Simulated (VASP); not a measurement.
# Li2As (C2/m) in VASP: single point with PBE

Aim: the single point of Li2As with PBE.

Everything below comes from runs of VASP 6.6.1. Logs are shortened: lines on timing, memory, paths and dates and some standing lists are left out, and cuts for length are marked.

## Step 1: The cell of the first run

It takes space group C2/m (No. 12, monoclinic). Conventional cell: a = 7.789 Å, b = 4.534 Å, c = 6.212 Å, α = 90.00°, β = 114.98°, γ = 90.00°. Within 3.5 Å of Li (site symmetry m) lie 4 As at 2.68 to 2.74 Å and 7 Li at 2.75 to 3.23 Å. Li (site symmetry m) has 4 As at 2.63 to 2.65 Å and 7 Li at 2.75 to 3.23 Å within 3.5 Å. Within 3.4 Å of As (site symmetry m) lie 1 As at 2.60 Å and 8 Li at 2.63 to 2.74 Å.

## Step 2: Single point, PBE

Input file INCAR:

```
  PREC = Accurate
  ENCUT = 520
  EDIFF = 1E-7
  ISMEAR = 0
  SIGMA = 0.1
  LREAL = F
  LASPH = T
  NELM = 100
  ALGO = Fast
  ISIF = 2
  LWAVE = F
  LCHARG = F
  GGA = PE
  NBANDS = 20
```

Input file KPOINTS:

```
Automatic mesh
0
Gamma
  10 10 8
```

Input file POSCAR:

```
Li2As
1.0
    3.8942785702     -2.2671761551      0.0025799814
    3.8942785702      2.2671761551      0.0025799814
   -2.6271447197      0.0000000000      5.6293001308
Li As
4 2
Direct
    0.2134734098      0.2134734098      0.8445501460
    0.7865265902      0.7865265902      0.1554498540
    0.1754673940      0.1754673940      0.3418842987
    0.8245326060      0.8245326060      0.6581157013
    0.4916124305      0.4916124305      0.2862903841
    0.5083875695      0.5083875695      0.7137096159
```

Potentials or basis: VASP PAW PBE potentials, release 64 (Li_sv, As).

Launch:

```sh
$ cat potpaw_PBE.64/Li_sv/POTCAR potpaw_PBE.64/As/POTCAR > POTCAR
$ mpirun -np 1 vasp_std > vasp.out
```

OUTCAR:

```text
PREC = Accurate
   ENCUT = 520
   EDIFF = 1E-7
   ISMEAR = 0
   LREAL = F
   LASPH = T
   NELM = 100
   ISIF = 2
   GGA = PE

 ion  position               nearest neighbor table
   1  0.213  0.213  0.845-   5 2.68   6 2.69   6 2.69   6 2.74
   2  0.787  0.787  0.155-   6 2.68   5 2.69   5 2.69   5 2.74
   3  0.175  0.175  0.342-   5 2.63   5 2.63   5 2.63   6 2.65
   4  0.825  0.825  0.658-   6 2.63   6 2.63   6 2.63   5 2.65
   5  0.492  0.492  0.286-   6 2.60   3 2.63   3 2.63   3 2.63   4 2.65   1 2.68   2 2.69   2 2.69
                             2 2.74
   6  0.508  0.508  0.714-   5 2.60   4 2.63   4 2.63   4 2.63   3 2.65   2 2.68   1 2.69   1 2.69
                             1 2.74

  LATTYP: Found a base centered monoclinic cell.
 ALAT       =     7.7885588497
 B/A-ratio  =     0.5821811708
 C/A-ratio  =     0.7976004685
 COS(beta)  =    -0.4223032676

  Lattice vectors:

 A1 = (   3.8942785702,  -2.2671761551,   0.0025799814)
 A2 = (   3.8942785702,   2.2671761551,   0.0025799814)
 A3 = (  -2.6271447197,   0.0000000000,   5.6293001308)

Analysis of symmetry for initial positions (statically):
=====================================================================
 Subroutine PRICEL returns:
 Original cell was already a primitive cell.

 Routine SETGRP: Setting up the symmetry group for a
 base centered monoclinic supercell.

 Subroutine GETGRP returns: Found  4 space group operations
 (whereof  4 operations were pure point group operations)
 out of a pool of  4 trial point group operations.

The static configuration has the point symmetry C_2h.

Analysis of symmetry for dynamics (positions and initial velocities):
=====================================================================
 Subroutine PRICEL returns:
 Original cell was already a primitive cell.

 Routine SETGRP: Setting up the symmetry group for a
 base centered monoclinic supercell.

 Subroutine GETGRP returns: Found  4 space group operations
 (whereof  4 operations were pure point group operations)
 out of a pool of  4 trial point group operations.

The dynamic configuration has the point symmetry C_2h.

 Subroutine INISYM returns: Found  4 space group operations
 (whereof  4 operations are pure point group operations),
 and found     1 'primitive' translations

----------------------------------------------------------------------------------------

                                     Primitive cell

  volume of cell :      99.4331

  direct lattice vectors                    reciprocal lattice vectors
     3.894278570 -2.267176155  0.002579981     0.128353801 -0.220538664  0.059901587
     3.894278570  2.267176155  0.002579981     0.128353801  0.220538664  0.059901587
    -2.627144720  0.000000000  5.629300131    -0.000117652  0.000000000  0.177587069

  length of vectors
     4.506162442  4.506162442  6.212158187     0.262107231  0.262107231  0.177587108

  position of ions in fractional coordinates (direct lattice)
     0.213473410  0.213473410  0.844550146
     0.786526590  0.786526590  0.155449854
     0.175467394  0.175467394  0.341884299
     0.824532606  0.824532606  0.658115701
     0.491612430  0.491612430  0.286290384
     0.508387570  0.508387570  0.713709616

  ion indices of the primitive-cell ions
   primitive index   ion index
                 1           1
                 2           2
                 3           3
                 4           4
                 5           5
                 6           6

----------------------------------------------------------------------------------------

 KPOINTS: Automatic mesh

Automatic generation of k-mesh.
 Grid dimensions read from file:
 generate k-points for:   10   10    8

 Generating k-lattice:

  Cartesian coordinates                     Fractional coordinates (reciprocal lattice)
     0.012835380 -0.022053866  0.005990159     0.100000000 -0.000000000  0.000000000
     0.012835380  0.022053866  0.005990159    -0.000000000  0.100000000  0.000000000
    -0.000014707  0.000000000  0.022198384     0.000000000  0.000000000  0.125000000

  Length of vectors
     0.026210723  0.026210723  0.022198388

  Shift w.r.t. Gamma in fractional coordinates (k-lattice)
     0.000000000  0.000000000  0.000000000

 Subroutine IBZKPT returns following result:
 ===========================================

 Found    227 irreducible k-points:

 Following reciprocal coordinates:
            Coordinates               Weight
  0.000000  0.000000  0.000000      1.000000
  0.100000  0.000000  0.000000      4.000000
  0.200000  0.000000  0.000000      4.000000
  0.300000 -0.000000 -0.000000      4.000000
  0.400000  0.000000 -0.000000      4.000000
  0.500000 -0.000000 -0.000000      2.000000
[... 16 lines left out ...]
  0.300000  0.300000 -0.000000      2.000000
  0.400000  0.300000  0.000000      4.000000
 [... further k-points ...]
   k-points           NKPTS =    227   k-points in BZ     NKDIM =    227   number of bands    NBANDS=     20
   number of dos      NEDOS =    301   number of ions     NIONS =      6
   total plane-waves  NPLWV =  62208
   dimension x,y,z NGX =    36 NGY =   36 NGZ =   48
   dimension x,y,z NGXF=    72 NGYF=   72 NGZF=   96
   ions per type =               4   2
   NGX,Y,Z   is equivalent  to a cutoff of  13.28, 13.28, 12.85 a.u.
   NGXF,Y,Z  is equivalent  to a cutoff of  26.56, 26.56, 25.69 a.u.
 SYSTEM =  unknown system
   PREC   = accura    normal or accurate (medium, high low for compatibility)
   ISTART =      0    job   : 0-new  1-cont  2-samecut
   ICHARG =      2    charge: 1-file 2-atom 10-const
   ISPIN  =      1    spin polarized calculation?
   LNONCOLLINEAR =      F non collinear calculations
   LSORBIT =      F    spin-orbit coupling
   LASPH  =      T    aspherical Exc in radial PAW
   ENCUT  =  520.0 eV  38.22 Ry    6.18 a.u.   8.38  8.38 11.55*2*pi/ulx,y,z
   NELM   =    100;   NELMIN=  2; NELMDL= -5     # of ELM steps
   EDIFF  = 0.1E-06   stopping-criterion for ELM
   LREAL  =      F    real-space projection
   EDIFFG = 0.1E-05   stopping-criterion for IOM
   NSW    =      0    number of steps for IOM
   IBRION =     -1    ionic relax: 0-MD 1-quasi-New 2-CG
   NFREE  =      0    steps in history (QN), initial steepest desc. (CG)
   ISIF   =      2    stress and relaxation
   ISYM   =      2    0-nonsym 1-usesym 2-fastsym
   POTIM  = 0.5000    time-step for ionic-motion
   TEBEG  =    0.0;   TEEND  =   0.0 temperature during run
   PSTRESS=    0.0 pullay stress
   NELECT =      22.0000    total number of electrons
   NUPDOWN=      -1.0000    fix difference up-down
   EMIN   =  10.00;   EMAX   =-10.00  energy-range for DOS
   EFERMI =   0.00;   METHOD = LEGACY
   ISMEAR =     0;   SIGMA  =   0.10  broadening in eV -4-tet -1-fermi 0-gaus
   EFERMI_NEDOS =   21; number of points for ismear=-14 and -15
   IALGO  =     68    algorithm
   IMIX   =      4    mixing-type and parameters
     AMIX     =   0.40;   BMIX     =  1.00
     AMIX_MAG =   1.60;   BMIX_MAG =  1.00
  volume/ion in A,a.u.               =      16.57       111.83
  Fermi-wavevector in a.u.,A,eV,Ry     =   0.990160  1.871131 13.339383  0.980417
  Thomas-Fermi vector in A             =   2.121811
   LORBIT       =      0    0 simple, 1 ext, 2 COOP (PROOUT), +10 PAW based schemes
   GGA     = PE    functional components
   LHFCALC =     F    Hartree Fock is set to
   AEXX    =    0.0000 exact exchange contribution
   IVDW    =     0    specifies the selected vdW correction
   LEPSILON=     F    determine dielectric tensor
   LRPA    =     F    only Hartree local field effects (RPA)
 non-spin polarized calculation
 RMM-DIIS sequential band-by-band and
 Gauss-broadening in eV      SIGMA  =   0.10
  energy-cutoff  :      520.00
  volume of cell :       99.43
 maximum number of plane-waves:      2727
 NGX is ok and might be reduce to    36
   NGX = 17   NGY = 17   NGZ = 23

 number of electron      21.9999994 magnetization

 Free energy of the ion-electron system (eV)
  ---------------------------------------------------
  ext. energy  EPLUGINS =         0.00000000
  ---------------------------------------------------
  free energy    TOTEN  =       -20.75555997 eV

  energy without entropy =      -20.75402250  energy(sigma->0) =      -20.75479123

 E-fermi :   2.8635     XC(G=0):  -8.7045

 val. band max:        2.8183372301   @ k =   0.1000   0.1000   0.1250
 cond. band min:       2.8863869365   @ k =   0.3000   0.3000   0.1250
 fundamental gap:      0.0680497064
 Fermi energy:         2.8635220211

 k-point     1 :       0.0000    0.0000    0.0000
  band No.  band energies     occupation
      1     -43.2013      2.00000
      2     -43.1879      2.00000
      3     -43.0159      2.00000
      4     -43.0046      2.00000
      5      -8.5909      2.00000
      6      -5.9252      2.00000
[... 12 lines left out ...]
     19       8.2871      0.00000
     20      11.0839      0.00000

 k-point     2 :       0.1000    0.0000    0.0000
  band No.  band energies     occupation
      1     -43.2009      2.00000
      2     -43.1881      2.00000
      3     -43.0156      2.00000
      4     -43.0049      2.00000
      5      -8.5652      2.00000
      6      -5.9206      2.00000
[... 12 lines left out ...]
     19       8.5851      0.00000
     20      10.6917      0.00000

 k-point     3 :       0.2000    0.0000    0.0000
  band No.  band energies     occupation
      1     -43.1997      2.00000
      2     -43.1888      2.00000
      3     -43.0149      2.00000
      4     -43.0058      2.00000
      5      -8.4954      2.00000
      6      -5.9083      2.00000
[... 12 lines left out ...]
     19       9.2070      0.00000
     20      10.4272      0.00000

 k-point     4 :       0.3000   -0.0000   -0.0000
  band No.  band energies     occupation
      1     -43.1980      2.00000
      2     -43.1901      2.00000
      3     -43.0138      2.00000
      4     -43.0072      2.00000
      5      -8.4041      2.00000
      6      -5.8924      2.00000
[... 429 lines left out ...]
 k-point    23 :       0.3000    0.3000   -0.0000
  band No.  band energies     occupation
      1     -43.2004      2.00000
      2     -43.1876      2.00000
      3     -43.0162      2.00000
      4     -43.0049      2.00000
      5      -8.3604      2.00000
      6      -5.9598      2.00000
[... 12 lines left out ...]
     19       9.3091      0.00000
     20       9.5275      0.00000

 k-point    24 :       0.4000    0.3000    0.0000
  band No.  band energies     occupation
      1     -43.1998      2.00000
      2     -43.1878      2.00000
      3     -43.0161      2.00000
      4     -43.0053      2.00000
      5      -8.3003      2.00000
      6      -5.9562      2.00000
[... 12 lines left out ...]
     19       9.9961      0.00000
     20      10.6089      0.00000

 [... further k-points ...]

------------------------ aborting loop because EDIFF is reached ----------------------------------------

  FORCE on cell =-STRESS in cart. coord.  units (eV):
  Direction    XX          YY          ZZ          XY          YZ          ZX
  --------------------------------------------------------------------------------------
  -------------------------------------------------------------------------------------
  Total        0.0126270     -0.0054519      0.0296889      0.0000000      0.0000000     -0.0085494
  in kB        0.2034600     -0.0878464      0.4783810      0.0000000      0.0000000     -0.1377583
  external PRESSURE =       0.1979982 kB  Pullay stress =       0.0000000 kB

 VOLUME and BASIS-vectors are now :
 -----------------------------------------------------------------------------
  energy-cutoff  :      520.00
  volume of cell :       99.43
      direct lattice vectors                 reciprocal lattice vectors
     3.894278570 -2.267176155  0.002579981     0.128353801 -0.220538664  0.059901587
     3.894278570  2.267176155  0.002579981     0.128353801  0.220538664  0.059901587
    -2.627144720  0.000000000  5.629300131    -0.000117652  0.000000000  0.177587069

 POSITION                                       TOTAL-FORCE (eV/Angst)
 -----------------------------------------------------------------------------------
     -0.55611      0.00000      4.75533         0.001717      0.000000      0.001857
      5.71752      0.00000      0.87913        -0.001717      0.000000     -0.001857
      0.46846      0.00000      1.92547         0.001409      0.000000     -0.001306
      4.69295      0.00000      3.70899        -0.001409      0.000000      0.001306
      3.07683      0.00000      1.61415         0.010840      0.000000     -0.020268
      2.08459      0.00000      4.02031        -0.010840      0.000000      0.020268
 -----------------------------------------------------------------------------------
    total drift:                                0.000000      0.000000     -0.000000

  FREE ENERGIE OF THE ION-ELECTRON SYSTEM (eV)
  ---------------------------------------------------
  free  energy   TOTEN  =       -20.7555599691 eV

  energy  without entropy=      -20.7540224971  energy(sigma->0) =      -20.75479123
```

It took 19 min on 1 thread of Intel Xeon Platinum 8375C at 2.90GHz (Ice Lake), shared host; peak memory 0.51 GiB.

Results:

```
Free energy            : -20.7556 eV
Largest force          : 0.023 eV/Å
Band gap on the k mesh : zero (bands 11 and 12 overlap by 0.24 eV)
```

Forces on the atoms (eV/Å):
```
Li   0.002  0.000  0.002
Li  -0.002  0.000 -0.002
Li   0.001  0.000 -0.001
Li  -0.001  0.000  0.001
As   0.011  0.000 -0.020
As  -0.011  0.000  0.020
```

Caveat: the cutoff is under 1.25 times the usual one of these potentials, so pressure, stress and relaxed cells hold a basis-set (Pulay) error.

The gap in the log of VASP goes by the Fermi energy; the results here count the filled bands.